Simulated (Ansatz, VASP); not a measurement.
AgBr: VASP beside Ansatz

The input INCAR:

```
ALGO = Normal
EDIFF = 1E-6
ENCUT = 500
GGA = PE
GGA_COMPAT = F
ISIF = 2
ISMEAR = 0
LASPH = T
LCHARG = F
LREAL = F
LWAVE = F
NBANDS = 16
NELM = 120
PREC = Accurate
SIGMA = 0.01
```

KPOINTS

```
k-points
0
Gamma
  4 4 4
```

File POSCAR:

```
AgBr
1.0
    0.0000000000      2.8701500000      2.8701500000
    2.8701500000      0.0000000000      2.8701500000
    2.8701500000      2.8701500000      0.0000000000
Ag Br
1 1
Direct
    0.0000000000      0.0000000000      0.0000000000
    0.5000000000      0.5000000000      0.5000000000
```

Input for Ansatz:

```yaml
crystal:
  lattice:
    - [0.0, 2.87015, 2.87015]
    - [2.87015, 0.0, 2.87015]
    - [2.87015, 2.87015, 0.0]
  atoms:
    - { symbol: Ag, position: [0.0, 0.0, 0.0] }
    - { symbol: Br, position: [0.5, 0.5, 0.5] }
kpoints:
  mp_grid:
    grid: [4, 4, 4]
hamiltonian:
  xc: pbe
scf:
  convergence:
    dr2_threshold: 1.0e-10
  occupations:
    method: fixed
output:
  stress: true
```

Alike in both runs: task single point; functional PBE; k mesh 4 × 4 × 4; no spin polarisation.

|  | VASP | Ansatz |
| --- | --- | --- |
| version | VASP 6.6.1 | Ansatz 0.2.0 |
| potentials or method | VASP PAW PBE potentials, release 64 (Ag, Br) | plane waves, PAW |
| plane-wave cutoff (eV) | 500 | 420 |
| occupations | gaussian, width 0.01 eV | fixed |
| valence electrons in the cell | 18 | 26 |

```csv
,VASP,Ansatz,Ansatz less VASP
pressure (GPa),2.6,2.6,+0.04
```

VASP's potentials hold 18 valence electrons a cell and Ansatz's 26, so a difference there can come from the potentials and not from the codes.

The k mesh is coarse, so the values compare programs but aren't converged.
